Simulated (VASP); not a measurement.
# FeCo3 (Pm-3m) in VASP: further runs

FeCo3 is run at these levels: PBEsol; tasks: single point.

Program: VASP 6.6.1. These are calculated values, not measurements. Logs are shortened: lines on timing, memory, paths and dates and some standing lists are left out, and cuts for length are marked.

### 1 The cell of the first run

It takes space group Pm-3m (No. 221, cubic). Conventional cell: a = 3.488 Å, b = 3.488 Å, c = 3.488 Å, α = 90.00°, β = 90.00°, γ = 90.00°. Within 3.3 Å of Fe (site symmetry m-3m) lie 12 Co at 2.47 Å. Within 3.3 Å of Co (site symmetry 4/mmm) lie 4 Fe at 2.47 Å and 8 Co at 2.47 Å.

### 2 Single point, PBEsol, collinear spin, ferromagnetic start

File INCAR:

```
ALGO = Fast
EDIFF = 1E-7
ENCUT = 520
GGA = PS
ISIF = 2
ISMEAR = 0
ISPIN = 2
LASPH = True
LCHARG = False
LMAXMIX = 4
LORBIT = 11
LREAL = False
LWAVE = False
MAGMOM = 2.77 1.78 1.78 1.78
NBANDS = 30
NELM = 150
PREC = Accurate
SIGMA = 0.15
```

File KPOINTS:

```
k-points
0
Gamma
  10 10 10
```

File POSCAR:

```
FeCo3
1.0
    3.4876517820      0.0000000000      0.0000000000
    0.0000000000      3.4876517820      0.0000000000
    0.0000000000      0.0000000000      3.4876517820
Fe Co
1 3
Direct
    0.0000000000      0.0000000000      0.0000000000
    0.5000000000      0.5000000000      0.0000000000
    0.5000000000      0.0000000000      0.5000000000
    0.0000000000      0.5000000000      0.5000000000
```

Potentials or basis: VASP PAW PBE potentials, release 64 (Fe, Co).

The run is started by

```
> cat potpaw_PBE.64/Fe/POTCAR potpaw_PBE.64/Co/POTCAR > POTCAR
> mpirun -np 1 vasp_std > vasp.out
```

OUTCAR:

```text
EDIFF = 1E-7
   ENCUT = 520
   GGA = PS
   ISIF = 2
   ISMEAR = 0
   ISPIN = 2
   LASPH = True
   LORBIT = 11
   LREAL = False
   NELM = 150
   PREC = Accurate

 ion  position               nearest neighbor table
   1  0.000  0.000  0.000-   2 2.47   3 2.47   4 2.47   3 2.47   4 2.47   2 2.47   4 2.47   4 2.47
                             2 2.47   3 2.47   3 2.47   2 2.47
   2  0.500  0.500  0.000-   1 2.47   3 2.47   4 2.47   3 2.47   4 2.47   1 2.47   3 2.47   3 2.47
                             1 2.47   4 2.47   4 2.47   1 2.47
   3  0.500  0.000  0.500-   1 2.47   2 2.47   4 2.47   1 2.47   2 2.47   2 2.47   4 2.47   2 2.47
                             1 2.47   4 2.47   1 2.47   4 2.47
   4  0.000  0.500  0.500-   1 2.47   2 2.47   3 2.47   1 2.47   2 2.47   1 2.47   3 2.47   1 2.47
                             2 2.47   3 2.47   2 2.47   3 2.47

  LATTYP: Found a simple cubic cell.
 ALAT       =     3.4876517820

  Lattice vectors:

 A1 = (   3.4876517820,   0.0000000000,   0.0000000000)
 A2 = (   0.0000000000,   3.4876517820,   0.0000000000)
 A3 = (   0.0000000000,   0.0000000000,   3.4876517820)

Analysis of symmetry for initial positions (statically):
=====================================================================
 Subroutine PRICEL returns:
 Original cell was already a primitive cell.

 Routine SETGRP: Setting up the symmetry group for a
 simple cubic supercell.

 Subroutine GETGRP returns: Found 48 space group operations
 (whereof 48 operations were pure point group operations)
 out of a pool of 48 trial point group operations.

The static configuration has the point symmetry O_h .

Analysis of symmetry for dynamics (positions and initial velocities):
=====================================================================
 Subroutine PRICEL returns:
 Original cell was already a primitive cell.

 Routine SETGRP: Setting up the symmetry group for a
 simple cubic supercell.

 Subroutine GETGRP returns: Found 48 space group operations
 (whereof 48 operations were pure point group operations)
 out of a pool of 48 trial point group operations.

The dynamic configuration has the point symmetry O_h .

Analysis of structural, dynamic, and magnetic symmetry:
=====================================================================
 Subroutine PRICEL returns:
 Original cell was already a primitive cell.

 Routine SETGRP: Setting up the symmetry group for a
 simple cubic supercell.

 Subroutine GETGRP returns: Found 48 space group operations
 (whereof 48 operations were pure point group operations)
[... 135 lines left out ...]
   LEPSILON=     F    determine dielectric tensor
   LRPA    =     F    only Hartree local field effects (RPA)
 spin polarized calculation
 RMM-DIIS sequential band-by-band and
 Gauss-broadening in eV      SIGMA  =   0.15
  energy-cutoff  :      520.00
  volume of cell :       42.42
 maximum number of plane-waves:      1189
 NGX is ok and might be reduce to    28
   NGX = 13   NGY = 13   NGZ = 13

 number of electron      34.9999974 magnetization       7.2181708

 Free energy of the ion-electron system (eV)
  ---------------------------------------------------
  ext. energy  EPLUGINS =         0.00000000
  ---------------------------------------------------
  free energy    TOTEN  =       -32.04999008 eV

  energy without entropy =      -31.99868036  energy(sigma->0) =      -32.02433522

 E-fermi :   9.4164     XC(G=0): -13.6989

 val. band max:        9.4088666656   @ k =   0.4000   0.4000   0.0000
 cond. band min:       9.4170258771   @ k =   0.5000   0.2000   0.1000
 fundamental gap:      0.0081592114
 Fermi energy:         9.4164318798

 spin component 1

 k-point     1 :       0.0000    0.0000    0.0000
  band No.  band energies     occupation
      1       0.3130      1.00000
      2       3.9866      1.00000
      3       3.9866      1.00000
      4       4.1319      1.00000
      5       4.7325      1.00000
      6       4.7325      1.00000
[... 757 lines left out ...]
     28      21.0925      0.00000
     29      23.8966      0.00000

 [... further k-points ...]

 spin component 2

 k-point     1 :       0.0000    0.0000    0.0000
  band No.  band energies     occupation
      1       0.4662      1.00000
      2       5.2871      1.00000
      3       5.3317      1.00000
      4       5.3318      1.00000
      5       6.0752      1.00000
      6       6.0752      1.00000
[... 757 lines left out ...]
     28      21.8898      0.00000
     29      24.4259      0.00000

 [... further k-points ...]

 [bands above 29 left out]

------------------------ aborting loop because EDIFF is reached ----------------------------------------

  FORCE on cell =-STRESS in cart. coord.  units (eV):
  Direction    XX          YY          ZZ          XY          YZ          ZX
  --------------------------------------------------------------------------------------
  -------------------------------------------------------------------------------------
  Total       -0.0668540     -0.0668540     -0.0668540      0.0000000      0.0000000     -0.0000000
  in kB       -2.5248663     -2.5248663     -2.5248663      0.0000000      0.0000000     -0.0000000
  external PRESSURE =      -2.5248663 kB  Pullay stress =       0.0000000 kB

 VOLUME and BASIS-vectors are now :
 -----------------------------------------------------------------------------
  energy-cutoff  :      520.00
  volume of cell :       42.42
      direct lattice vectors                 reciprocal lattice vectors
     3.487651782  0.000000000  0.000000000     0.286725872  0.000000000  0.000000000
     0.000000000  3.487651782  0.000000000     0.000000000  0.286725872  0.000000000
     0.000000000  0.000000000  3.487651782     0.000000000  0.000000000  0.286725872

 POSITION                                       TOTAL-FORCE (eV/Angst)
 -----------------------------------------------------------------------------------
      0.00000      0.00000      0.00000         0.000000      0.000000      0.000000
      1.74383      1.74383      0.00000         0.000000      0.000000      0.000000
      1.74383      0.00000      1.74383         0.000000      0.000000      0.000000
      0.00000      1.74383      1.74383         0.000000      0.000000      0.000000
 -----------------------------------------------------------------------------------
    total drift:                                0.000000      0.000000      0.000000

  FREE ENERGIE OF THE ION-ELECTRON SYSTEM (eV)
  ---------------------------------------------------
  free  energy   TOTEN  =       -32.0499900827 eV

  energy  without entropy=      -31.9986803562  energy(sigma->0) =      -32.02433522

 total charge

# of ion       s       p       d       tot
------------------------------------------
    1        0.505   0.569   6.246   7.320
    2        0.508   0.559   7.283   8.350
    3        0.508   0.559   7.283   8.350
    4        0.508   0.559   7.283   8.350
--------------------------------------------------
tot          2.029   2.245  28.096  32.371

 magnetization (x)

# of ion       s       p       d       tot
------------------------------------------
    1       -0.005  -0.034   2.542   2.503
    2       -0.018  -0.048   1.636   1.570
    3       -0.018  -0.048   1.636   1.570
    4       -0.018  -0.048   1.636   1.570
--------------------------------------------------
tot         -0.059  -0.179   7.451   7.213
```

OSZICAR:

```text
N       E                     dE             d eps       ncg     rms          rms(c)
DAV:   1     0.224241757668E+03    0.22424E+03   -0.15354E+04  7144   0.157E+03
DAV:   2    -0.234817042535E+02   -0.24772E+03   -0.23002E+03  6720   0.300E+02
[... 12 lines left out ...]
RMM:  15    -0.320499976216E+02   -0.64863E-05   -0.53264E-05  9382   0.423E-02    0.439E-02
RMM:  16    -0.320499913721E+02    0.62495E-05   -0.15695E-05  9434   0.216E-02    0.157E-02
RMM:  17    -0.320499904947E+02    0.87733E-06   -0.32938E-06  9345   0.947E-03    0.747E-03
RMM:  18    -0.320499901659E+02    0.32888E-06   -0.81874E-07  7994   0.509E-03    0.325E-03
RMM:  19    -0.320499900426E+02    0.12327E-06   -0.15519E-07  4896   0.267E-03    0.133E-03
RMM:  20    -0.320499900827E+02   -0.40068E-07   -0.64446E-08  3939   0.204E-03
   1 F= -.32049990E+02 E0= -.32024335E+02  d E =-.513097E-01  mag=     7.2181
```

stdout:

```text
POSCAR found type information on POSCAR FeCo
 POSCAR found :  2 types and       4 ions
 scaLAPACK will be used
 -----------------------------------------------------------------------------
|                                                                             |
|                                                                             |
|     You enforced a specific xc type in the INCAR file but a different       |
|     I HOPE YOU KNOW WHAT YOU ARE DOING!                                     |
|                                                                             |
 -----------------------------------------------------------------------------

 LDA part: xc-table for (Slater+PW92), standard interpolation
 POSCAR, INCAR and KPOINTS ok, starting setup
 FFT: planning ... GRIDC
 FFT: planning ... GRID_SOFT
 FFT: planning ... GRID
 WAVECAR not read
 entering main loop
WARNING in EDDRMM: call to ZHEGV failed, returncode =   8  4     30
 num prob  num prob RMM:  20    -0.320499900827E+02   -0.40068E-07   -0.64446E-08  3939   0.204E-03
```

It took 2.8 min on 1 thread of AMD EPYC 7R13 (Zen 3), shared host; peak memory 0.22 GiB.

What came out:

```yaml
Free_energy: -32.0500 eV
Pressure: -0.3 GPa
Net_moment: 7.22 μB per cell
Site_moments: Fe +2.50; Co +1.57 μB
Valence_electrons_inside_the_program's_atomic_spheres: Fe 7.32; Co 8.35
```

Caveat: the PAW data sets were made with another functional, which shifts forces and pressure a little.

### 3 Single point, PBEsol, collinear spin, ferromagnetic start

File INCAR:

```
PREC = Accurate
ENCUT = 520
EDIFF = 1E-7
ISMEAR = 0
SIGMA = 0.1
LREAL = F
LASPH = T
NELM = 150
ALGO = Normal
ISIF = 2
LWAVE = F
LCHARG = T
ISPIN = 2
MAGMOM = 2.77 1.78 1.78 1.78
LORBIT = 11
LMAXMIX = 4
GGA = PS
LELF = T
LVHAR = T
NBANDS = 30
```

File KPOINTS:

```
Automatic mesh
0
Gamma
  12 12 12
```

File POSCAR:

```
FeCo3
1.0
    3.4876517781      0.0000000000      0.0000000000
    0.0000000000      3.4876517781      0.0000000000
    0.0000000000      0.0000000000      3.4876517781
Fe Co
1 3
Direct
    0.0000000000      0.0000000000      0.0000000000
    0.5000000000      0.5000000000      0.0000000000
    0.5000000000      0.0000000000      0.5000000000
    0.0000000000      0.5000000000      0.5000000000
```

Potentials or basis: VASP PAW PBE potentials, release 64 (Fe, Co).

The run is started by

```
> cat potpaw_PBE.64/Fe/POTCAR potpaw_PBE.64/Co/POTCAR > POTCAR
> mpirun -np 1 vasp_std > vasp.out
```

OUTCAR:

```text
PREC = Accurate
   ENCUT = 520
   EDIFF = 1E-7
   ISMEAR = 0
   LREAL = F
   LASPH = T
   NELM = 150
   ISIF = 2
   ISPIN = 2
   LORBIT = 11
   GGA = PS

 ion  position               nearest neighbor table
   1  0.000  0.000  0.000-   2 2.47   3 2.47   4 2.47   3 2.47   4 2.47   2 2.47   4 2.47   4 2.47
                             2 2.47   3 2.47   3 2.47   2 2.47
   2  0.500  0.500  0.000-   1 2.47   3 2.47   4 2.47   3 2.47   4 2.47   1 2.47   3 2.47   3 2.47
                             1 2.47   4 2.47   4 2.47   1 2.47
[... 1775 lines left out ...]
     3.487651778  0.000000000  0.000000000     0.286725873  0.000000000  0.000000000
     0.000000000  3.487651778  0.000000000     0.000000000  0.286725873  0.000000000
     0.000000000  0.000000000  3.487651778     0.000000000  0.000000000  0.286725873

 POSITION                                       TOTAL-FORCE (eV/Angst)
 -----------------------------------------------------------------------------------
      0.00000      0.00000      0.00000         0.000000      0.000000      0.000000
      1.74383      1.74383      0.00000         0.000000      0.000000      0.000000
      1.74383      0.00000      1.74383         0.000000      0.000000      0.000000
      0.00000      1.74383      1.74383         0.000000      0.000000      0.000000
 -----------------------------------------------------------------------------------
    total drift:                                0.000000      0.000000      0.000000

  FREE ENERGIE OF THE ION-ELECTRON SYSTEM (eV)
  ---------------------------------------------------
  free  energy   TOTEN  =       -32.0428333456 eV

  energy  without entropy=      -32.0229609866  energy(sigma->0) =      -32.03289717

 total charge

# of ion       s       p       d       tot
------------------------------------------
    1        0.505   0.568   6.247   7.319
    2        0.507   0.558   7.285   8.351
    3        0.507   0.558   7.285   8.351
    4        0.507   0.558   7.285   8.351
--------------------------------------------------
tot          2.027   2.243  28.102  32.371

 magnetization (x)

# of ion       s       p       d       tot
------------------------------------------
    1       -0.005  -0.034   2.540   2.501
    2       -0.018  -0.048   1.624   1.557
    3       -0.018  -0.048   1.624   1.557
    4       -0.018  -0.048   1.624   1.557
--------------------------------------------------
tot         -0.060  -0.179   7.411   7.172
```

It took 4.8 min on 1 thread of Oxide Virtual Turin-like, shared host; peak memory 0.25 GiB.

Results:

| Property | Result |
| --- | --- |
| Free energy | -32.0428 eV |
| Pressure | -0.6 GPa |
| Net moment | 7.18 μB per cell |
| Site moments | Fe +2.50; Co +1.56 μB |
| Valence electrons inside the program's atomic spheres | Fe 7.32; Co 8.35 |

Levels at points of the mesh, in eV from the Fermi level:
Spin up:
| k point | band 18 | band 19 | band 20 | band 21 | band 22 | band 23 | band 24 | band 25 |
| --- | --- | --- | --- | --- | --- | --- | --- | --- |
| (0.00, 0.00, 0.00) | -0.30 | -0.08 | -0.08 | -0.08 | 2.62 | 2.62 | 2.62 | 10.02 |
| (0.50, 0.00, 0.00) | -1.50 | -1.09 | -1.00 | -0.30 | -0.08 | 8.28 | 8.28 | 8.30 |
| (0.50, 0.50, 0.00) | -1.30 | -1.30 | -1.29 | 1.25 | 1.25 | 1.45 | 1.47 | 12.06 |
| (0.50, 0.50, 0.50) | -0.45 | -0.41 | -0.41 | -0.30 | -0.25 | -0.25 | -0.25 | 6.55 |
Spin down:
```
           k point  band 10  band 11  band 12  band 13  band 14  band 15  band 16  band 17  band 18  band 19
(0.00, 0.00, 0.00)    -0.95     0.54     0.54     1.34     1.45     1.45     1.45     1.86     1.86     2.10
(0.50, 0.00, 0.00)    -1.91    -0.56    -0.37    -0.06    -0.06     0.23     0.47     0.47     0.82     0.93
(0.50, 0.50, 0.00)    -1.68    -1.52    -1.31    -0.24    -0.24    -0.20     0.20     0.25     0.73     0.80
(0.50, 0.50, 0.50)    -0.96    -0.77    -0.77    -0.27    -0.12    -0.12    -0.12     1.28     1.28     1.28
```

Caveat: the PAW data sets were made with another functional, which shifts forces and pressure a little.
